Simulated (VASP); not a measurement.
# TaN (P1) in VASP: notebook

Runs on TaN. Level: PBE. Tasks: single point.

All numbers are computed with VASP 6.6.1; they aren't measurements. Logs are shortened: lines on timing, memory, paths and dates and some standing lists are left out, and cuts for length are marked.

### 1 The cell of the first run

The typed cell holds 12 atoms: a = 5.457 Å, b = 5.457 Å, c = 6.108 Å, α = 90.00°, β = 90.00°, γ = 120.00°.

### 2 Single point, PBE

INCAR

```
SYSTEM = TaN
PREC = Accurate
ENCUT = 520
EDIFF = 1E-6
ISMEAR = -1
SIGMA = 0.17
LREAL = .False.
LASPH = .True.
NELM = 80
ALGO = Normal
ISIF = 2
LWAVE = .False.
LCHARG = .True.
GGA = PE
LELF = .True.
LVHAR = .True.
NBANDS = 60
```

KPOINTS

```
Automatic mesh
0
Gamma
  2 2 2
  0 0 0
```

POSCAR

```
TaN
1.0
    5.4568860000      0.0000000000      0.0000000000
   -2.7284430000      4.7258020000      0.0000000000
    0.0000000000      0.0000000000      6.1075020000
Ta N
6 6
Direct
    0.0294977187      0.0477802498     -0.0464019496
    0.3772172323      0.7147781477      0.2074825354
    0.6411262204      0.3137880089      0.2334997189
    0.0265054987      0.0452409982      0.4351533573
    0.3264374171      0.6673153044      0.7367005365
    0.6970246352      0.3731006928      0.7335896083
    0.4216811940      0.0442252976     -0.0447318724
    0.6463552778      0.6718436363     -0.0307490689
    0.0327728201      0.4510768754     -0.0335325310
    0.3950420087      0.0300901307      0.4606465950
    0.6166053095      0.6795248722      0.5053129741
    0.0409470592      0.4063648879      0.4558164696
```

Potentials or basis: VASP PAW PBE potentials, release 64 (Ta_pv, N).

Launch:

```
cat potpaw_PBE.64/Ta_pv/POTCAR potpaw_PBE.64/N/POTCAR > POTCAR
mpirun -np 1 vasp_std > vasp.out
```

OUTCAR:

```text
SYSTEM = TaN
   PREC = Accurate
   ENCUT = 520
   EDIFF = 1E-6
   ISMEAR = -1
   LREAL = .False.
   LASPH = .True.
   NELM = 80
   ISIF = 2
   GGA = PE

 ion  position               nearest neighbor table
   1  0.029  0.048  0.954-   8 2.07   7 2.15   9 2.19   4 2.94   4 3.17   5 3.21   3 3.37   6 3.39
                             6 3.43   2 3.45   6 3.46   5 3.47   2 3.51   3 3.55   2 3.57   5 3.58
   2  0.377  0.715  0.207-   8 2.16   9 2.25  10 2.28   7 2.29  11 2.30  12 2.33   3 2.84   5 2.89
                             3 3.17   5 3.24   4 3.37   1 3.45   4 3.46   3 3.49   4 3.51   1 3.51
   3  0.641  0.314  0.233-  10 2.01   7 2.17  12 2.40   9 2.49   8 2.52  11 2.65   2 2.84   6 3.07
                             6 3.07   4 3.16   2 3.17   4 3.34   1 3.37   2 3.49   1 3.55
   4  0.027  0.045  0.435-  12 1.94  10 2.06  11 2.17   1 2.94   3 3.16   1 3.17   3 3.34   2 3.37
                             2 3.46   5 3.47   2 3.51   6 3.60
   5  0.326  0.667  0.737-   9 2.01  11 2.10   8 2.24  12 2.28   7 2.28  10 2.48   2 2.89   6 2.98
                             6 3.15   1 3.21   2 3.24   6 3.34   4 3.47   1 3.47   1 3.58
   6  0.697  0.373  0.734-   7 2.15   9 2.19   8 2.29  11 2.38  10 2.43  12 2.47   5 2.98   3 3.07
                             3 3.07   5 3.15   5 3.34   1 3.39   1 3.43   1 3.46   4 3.60
   7  0.422  0.044  0.955-   6 2.15   1 2.15   3 2.17   5 2.28   2 2.29
   8  0.646  0.672  0.969-   1 2.07   2 2.16   5 2.24   6 2.29   3 2.52
   9  0.033  0.451  0.966-   5 2.01   6 2.19   1 2.19   2 2.25   3 2.49
  10  0.395  0.030  0.461-   3 2.01   4 2.06   2 2.28   6 2.43   5 2.48
  11  0.617  0.680  0.505-   5 2.10   4 2.17   2 2.30   6 2.38   3 2.65
  12  0.041  0.406  0.456-   4 1.94   5 2.28   2 2.33   3 2.40   6 2.47

  LATTYP: Found a hexagonal cell.
 ALAT       =     5.4568860000
 C/A-ratio  =     1.1192284391

  Lattice vectors:

 A1 = (   5.4568860000,   0.0000000000,   0.0000000000)
 A2 = (  -2.7284430000,   4.7258020000,   0.0000000000)
 A3 = (   0.0000000000,   0.0000000000,   6.1075020000)

Analysis of symmetry for initial positions (statically):
=====================================================================
 Subroutine PRICEL returns:
 Original cell was already a primitive cell.

 Routine SETGRP: Setting up the symmetry group for a
 hexagonal supercell.

 Subroutine GETGRP returns: Found  1 space group operations
 (whereof  1 operations were pure point group operations)
 out of a pool of 24 trial point group operations.

The static configuration has the point symmetry C_1 .

Analysis of symmetry for dynamics (positions and initial velocities):
=====================================================================
 Subroutine PRICEL returns:
 Original cell was already a primitive cell.

 Routine SETGRP: Setting up the symmetry group for a
 hexagonal supercell.

 Subroutine GETGRP returns: Found  1 space group operations
 (whereof  1 operations were pure point group operations)
 out of a pool of 24 trial point group operations.

The dynamic configuration has the point symmetry C_1 .

 Subroutine INISYM returns: Found  1 space group operations
 (whereof  1 operations are pure point group operations),
 and found     1 'primitive' translations

----------------------------------------------------------------------------------------

                                     Primitive cell

  volume of cell :     157.5013

  direct lattice vectors                    reciprocal lattice vectors
     5.456886000  0.000000000  0.000000000     0.183254699  0.105802147  0.000000000
    -2.728443000  4.725802000  0.000000000     0.000000000  0.211604295  0.000000000
     0.000000000  0.000000000  6.107502000     0.000000000  0.000000000  0.163733061

  length of vectors
     5.456886000  5.456886085  6.107502000     0.211604298  0.211604295  0.163733061

  position of ions in fractional coordinates (direct lattice)
     0.029497719  0.047780250  0.953598050
     0.377217232  0.714778148  0.207482535
     0.641126220  0.313788009  0.233499719
     0.026505499  0.045240998  0.435153357
     0.326437417  0.667315304  0.736700537
     0.697024635  0.373100693  0.733589608
     0.421681194  0.044225298  0.955268128
     0.646355278  0.671843636  0.969250931
     0.032772820  0.451076875  0.966467469
     0.395042009  0.030090131  0.460646595
     0.616605310  0.679524872  0.505312974
     0.040947059  0.406364888  0.455816470

  ion indices of the primitive-cell ions
   primitive index   ion index
                 1           1
                 2           2
                 3           3
                 4           4
                 5           5
                 6           6
                 7           7
                 8           8
                 9           9
                10          10
                11          11
                12          12

----------------------------------------------------------------------------------------

 KPOINTS: Automatic mesh

Automatic generation of k-mesh.
 Grid dimensions read from file:
 generate k-points for:    2    2    2

 Generating k-lattice:

  Cartesian coordinates                     Fractional coordinates (reciprocal lattice)
     0.091627349  0.052901074  0.000000000     0.500000000  0.000000000  0.000000000
     0.000000000  0.105802147  0.000000000     0.000000000  0.500000000  0.000000000
     0.000000000  0.000000000  0.081866531     0.000000000  0.000000000  0.500000000

  Length of vectors
     0.105802149  0.105802147  0.081866531

  Shift w.r.t. Gamma in fractional coordinates (k-lattice)
     0.000000000  0.000000000  0.000000000

 Subroutine IBZKPT returns following result:
 ===========================================

 Found      8 irreducible k-points:

 Following reciprocal coordinates:
            Coordinates               Weight
  0.000000  0.000000  0.000000      1.000000
  0.500000 -0.000000  0.000000      1.000000
  0.000000  0.500000  0.000000      1.000000
  0.500000  0.500000  0.000000      1.000000
  0.000000  0.000000  0.500000      1.000000
  0.500000 -0.000000  0.500000      1.000000
  0.000000  0.500000  0.500000      1.000000
  0.500000  0.500000  0.500000      1.000000
   k-points           NKPTS =      8   k-points in BZ     NKDIM =      8   number of bands    NBANDS=     60
   number of dos      NEDOS =    301   number of ions     NIONS =     12
   total plane-waves  NPLWV =  84672
   dimension x,y,z NGX =    42 NGY =   42 NGZ =   48
   dimension x,y,z NGXF=    84 NGYF=   84 NGZF=   96
   ions per type =               6   6
   NGX,Y,Z   is equivalent  to a cutoff of  12.80, 12.80, 13.07 a.u.
   NGXF,Y,Z  is equivalent  to a cutoff of  25.59, 25.59, 26.13 a.u.
 SYSTEM =  TaN
   PREC   = accura    normal or accurate (medium, high low for compatibility)
   ISTART =      0    job   : 0-new  1-cont  2-samecut
   ICHARG =      2    charge: 1-file 2-atom 10-const
   ISPIN  =      1    spin polarized calculation?
   LNONCOLLINEAR =      F non collinear calculations
   LSORBIT =      F    spin-orbit coupling
   LASPH  =      T    aspherical Exc in radial PAW
   ENCUT  =  520.0 eV  38.22 Ry    6.18 a.u.  10.15 10.15 11.36*2*pi/ulx,y,z
   NELM   =     80;   NELMIN=  2; NELMDL= -5     # of ELM steps
   EDIFF  = 0.1E-05   stopping-criterion for ELM
   LREAL  =      F    real-space projection
[... 7 lines left out ...]
   TEBEG  =    0.0;   TEEND  =   0.0 temperature during run
   PSTRESS=    0.0 pullay stress
   NELECT =      96.0000    total number of electrons
   NUPDOWN=      -1.0000    fix difference up-down
   EMIN   =  10.00;   EMAX   =-10.00  energy-range for DOS
   EFERMI =   0.00;   METHOD = LEGACY
   ISMEAR =    -1;   SIGMA  =   0.17  broadening in eV -4-tet -1-fermi 0-gaus
   EFERMI_NEDOS =   21; number of points for ismear=-14 and -15
   IALGO  =     38    algorithm
   IMIX   =      4    mixing-type and parameters
     AMIX     =   0.40;   BMIX     =  1.00
     AMIX_MAG =   1.60;   BMIX_MAG =  1.00
  volume/ion in A,a.u.               =      13.13        88.57
  Fermi-wavevector in a.u.,A,eV,Ry     =   1.388046  2.623027 26.213965  1.926672
  Thomas-Fermi vector in A             =   2.512209
   LORBIT       =      0    0 simple, 1 ext, 2 COOP (PROOUT), +10 PAW based schemes
   GGA     = PE    functional components
[... 5 lines left out ...]
 non-spin polarized calculation
  energy-cutoff  :      520.00
  volume of cell :      157.50
 maximum number of plane-waves:      4256
 NGX is ok and might be reduce to    42
   NGX = 21   NGY = 21   NGZ = 23

 number of electron      96.0000003 magnetization

 Free energy of the ion-electron system (eV)
  ---------------------------------------------------
  ext. energy  EPLUGINS =         0.00000000
  ---------------------------------------------------
  free energy    TOTEN  =      -130.41003848 eV

  energy without entropy =     -130.07901751  energy(sigma->0) =     -130.24452800

 E-fermi :   6.5248     XC(G=0): -12.1987

 val. band max:        6.4983459028   @ k =   0.0000   0.5000   0.5000
 cond. band min:       6.6071663968   @ k =   0.0000   0.0000   0.5000
 fundamental gap:      0.1088204940
 Fermi energy:         6.5247533969

 k-point     1 :       0.0000    0.0000    0.0000
  band No.  band energies     occupation
      1     -29.6486      2.00000
      2     -29.5835      2.00000
      3     -29.5060      2.00000
      4     -29.4429      2.00000
      5     -29.3534      2.00000
      6     -29.2912      2.00000
[... 52 lines left out ...]
     59       8.9973      0.00000
     60       9.0939      0.00000

 k-point     2 :       0.5000   -0.0000    0.0000
  band No.  band energies     occupation
      1     -29.6386      2.00000
      2     -29.5847      2.00000
      3     -29.5301      2.00000
      4     -29.4040      2.00000
      5     -29.3444      2.00000
      6     -29.3191      2.00000
[... 375 lines left out ...]
      4     -29.3980      2.00000
      5     -29.3397      2.00000
      6     -29.3333      2.00000
[... 52 lines left out ...]
     59       9.1071      0.00000
     60       9.3764      0.00000

------------------------ aborting loop because EDIFF is reached ----------------------------------------

  FORCE on cell =-STRESS in cart. coord.  units (eV):
  Direction    XX          YY          ZZ          XY          YZ          ZX
  --------------------------------------------------------------------------------------
  -------------------------------------------------------------------------------------
  Total      -20.3690819    -18.8210193    -18.9439269      0.2950678     -1.9436894     -2.1096362
  in kB     -207.2039435   -191.4563179   -192.7065921      3.0015691    -19.7721291    -21.4602178
  external PRESSURE =    -197.1222845 kB  Pullay stress =       0.0000000 kB

 VOLUME and BASIS-vectors are now :
 -----------------------------------------------------------------------------
  energy-cutoff  :      520.00
  volume of cell :      157.50
      direct lattice vectors                 reciprocal lattice vectors
     5.456886000  0.000000000  0.000000000     0.183254699  0.105802147  0.000000000
    -2.728443000  4.725802000  0.000000000     0.000000000  0.211604295  0.000000000
     0.000000000  0.000000000  6.107502000     0.000000000  0.000000000  0.163733061

 POSITION                                       TOTAL-FORCE (eV/Angst)
 -----------------------------------------------------------------------------------
      0.03060      0.22580      5.82410         0.106485      0.419907      0.657311
      0.10820      3.37790      1.26720        -0.478224     -1.002838      1.548293
      2.64240      1.48290      1.42610         1.120272      2.892670     -1.691944
      0.02120      0.21380      2.65770        -0.497002     -2.050267      1.803548
     -0.03940      3.15360      4.49940         0.919563      2.947898     -2.107774
      2.78560      1.76320      4.48040        -0.886022      0.543603     -0.683047
      2.18040      0.20900      5.83430        -0.561307     -0.533803      0.537138
      1.69400      3.17500      5.91970        -0.084037     -1.310925     -0.245381
     -1.05190      2.13170      5.90270        -0.206265     -2.470173      1.002953
      2.07360      0.14220      2.81340         0.544499     -0.194229      0.822366
      1.51070      3.21130      3.08620         2.308198     -0.979519     -2.131081
     -0.88530      1.92040      2.78390        -2.286161      1.737675      0.487618
 -----------------------------------------------------------------------------------
    total drift:                               -0.000050      0.000294     -0.000160

  FREE ENERGIE OF THE ION-ELECTRON SYSTEM (eV)
  ---------------------------------------------------
  free  energy   TOTEN  =      -130.4100384828 eV

  energy  without entropy=     -130.0790175128  energy(sigma->0) =     -130.24452800
```

Run time: 68 s. Hardware: 1 thread of Intel Xeon Platinum 8488C (Sapphire Rapids), shared host; peak memory 0.29 GiB.

What came out:

```yaml
Free_energy: -130.4100 eV
Pressure: -19.7 GPa
Largest_force: 3.739 eV/Å
Band_gap_on_the_k_mesh: zero (band 48 reaches 6.50 eV, above the bottom of band 49 at 6.47 eV)
```

Forces in eV/Å, atoms in the order of the input:
```
Ta   0.106  0.420  0.657
Ta  -0.478 -1.003  1.548
Ta   1.120  2.893 -1.692
Ta  -0.497 -2.050  1.804
Ta   0.920  2.948 -2.108
Ta  -0.886  0.544 -0.683
N   -0.561 -0.534  0.537
N   -0.084 -1.311 -0.245
N   -0.206 -2.470  1.003
N    0.544 -0.194  0.822
N    2.308 -0.980 -2.131
N   -2.286  1.738  0.488
```

Levels at points of the mesh, in eV from the Fermi level:
| k point | band 46 | band 47 | band 48 | band 49 | band 50 | band 51 |
| --- | --- | --- | --- | --- | --- | --- |
| (0.00, 0.00, 0.00) | -1.10 | -0.58 | -0.49 | 0.64 | 0.82 | 1.06 |
| (0.50, 0.00, 0.00) | -1.71 | -1.21 | -0.45 | 0.23 | 0.77 | 1.36 |
| (0.00, 0.50, 0.00) | -1.58 | -1.45 | -0.16 | 0.55 | 0.87 | 1.12 |
| (0.50, 0.50, 0.00) | -1.94 | -1.19 | -0.19 | 0.58 | 0.66 | 1.30 |
| (0.00, 0.00, 0.50) | -1.14 | -0.94 | -0.28 | 0.08 | 0.74 | 1.02 |
| (0.50, 0.00, 0.50) | -1.30 | -1.26 | -0.41 | -0.05 | 0.78 | 0.81 |
| (0.00, 0.50, 0.50) | -1.23 | -0.74 | -0.03 | 0.29 | 0.55 | 0.73 |
| (0.50, 0.50, 0.50) | -1.11 | -0.71 | -0.22 | 0.45 | 0.65 | 0.82 |

Caveat: the k points lie up to 0.66 Å⁻¹ apart; spin-orbit coupling is left out, which moves the levels of the heavy elements; forces of over 1 eV/Å act on the atoms, so gaps and moduli don't describe the material at rest.

### 3 Single point, PBE

INCAR

```
SYSTEM = TaN
  ALGO = Normal
  EDIFF = 1E-6
  ENCUT = 520
  GGA = PE
  ISIF = 2
  ISMEAR = -1
  LASPH = .TRUE.
  LCHARG = .TRUE.
  LELF = .TRUE.
  LREAL = .FALSE.
  LVHAR = .TRUE.
  LWAVE = .FALSE.
  NBANDS = 60
  NELM = 80
  PREC = Accurate
  SIGMA = 0.17
```

KPOINTS

```
k-points
0
G
  2 2 2
  0 0 0
```

POSCAR

```
TaN
1.0
    5.4568860000      0.0000000000      0.0000000000
   -2.7284430000      4.7258020000      0.0000000000
    0.0000000000      0.0000000000      6.1075020000
Ta N
6 6
Direct
   -0.0108911880      0.0070252626     -0.0142611496
    0.3385107033      0.6891528676      0.2180596912
    0.6908932681      0.3842945599      0.1940400511
    0.0167020484      0.0280164086      0.4825213320
    0.3710718903      0.6977228415      0.7123206836
    0.6969317721      0.3621395903      0.7116657514
    0.4076458503      0.0400143722     -0.0420630235
    0.6246943253      0.6483132387     -0.0355137010
    0.0287386762      0.4194420333     -0.0468276556
    0.3906067943      0.0060095620      0.4470403776
    0.6172874880      0.6716531924      0.4645106952
    0.0145922676      0.4160352042      0.4698156464
```

Potentials or basis: VASP PAW PBE potentials, release 64 (Ta_pv, N).

Launch:

```
cat potpaw_PBE.64/Ta_pv/POTCAR potpaw_PBE.64/N/POTCAR > POTCAR
mpirun -np 1 vasp_std > vasp.out
```

It took 72 s on 1 thread of Intel Xeon Platinum 8488C (Sapphire Rapids), shared host; peak memory 0.29 GiB.

It converged, with:

* Free energy: -131.6506 eV
* Pressure: -25.0 GPa
* Largest force: 3.725 eV/Å
* Band gap on the k mesh: 0.54 eV

Forces on the atoms (eV/Å):
```
Ta   2.058  2.773 -1.396
Ta  -0.289  0.642 -0.989
Ta   0.114 -1.573  1.465
Ta  -0.217  0.154 -1.196
Ta  -2.029  0.373  0.344
Ta  -0.466 -0.099 -0.302
N   -0.147 -0.517  0.514
N   -0.246 -1.245  0.141
N   -0.748 -0.438  0.744
N   -0.308  1.523  1.133
N    2.156 -1.447 -0.265
N    0.122 -0.145 -0.193
```

Stress tensor (GPa, compression positive):
```
-24.89   0.86  -0.39
  0.86 -24.87   0.26
 -0.39   0.26 -25.26
```

Levels at points of the mesh, in eV from the valence-band top:
```
           k point  band 44  band 45  band 46  band 47  band 48  band 49  band 50  band 51  band 52  band 53
(0.00, 0.00, 0.00)    -1.84    -1.73    -1.25    -0.46    -0.19     0.92     0.99     1.51     1.75     1.80
(0.50, 0.00, 0.00)    -2.24    -2.06    -1.65    -1.24     0.00     0.73     1.01     1.35     1.82     1.94
(0.00, 0.50, 0.00)    -2.22    -2.08    -1.67    -1.15    -0.24     0.58     1.10     1.59     1.78     2.02
(0.50, 0.50, 0.00)    -2.13    -2.01    -1.80    -1.16    -0.30     0.83     1.16     1.61     1.89     2.02
(0.00, 0.00, 0.50)    -1.25    -1.14    -1.03    -0.56    -0.46     0.54     0.75     1.47     1.60     1.74
(0.50, 0.00, 0.50)    -1.61    -1.36    -1.13    -0.58    -0.09     0.62     0.74     1.05     1.31     1.50
(0.00, 0.50, 0.50)    -1.50    -1.34    -1.06    -0.75    -0.09     0.54     0.64     1.01     1.20     1.62
(0.50, 0.50, 0.50)    -1.57    -1.29    -1.18    -0.46    -0.40     0.70     0.77     1.12     1.32     1.42
```

Caveat: the k points lie up to 0.66 Å⁻¹ apart; spin-orbit coupling is left out, which moves the levels of the heavy elements; forces of over 1 eV/Å act on the atoms, so gaps and moduli don't describe the material at rest. A k mesh can miss the band edges.
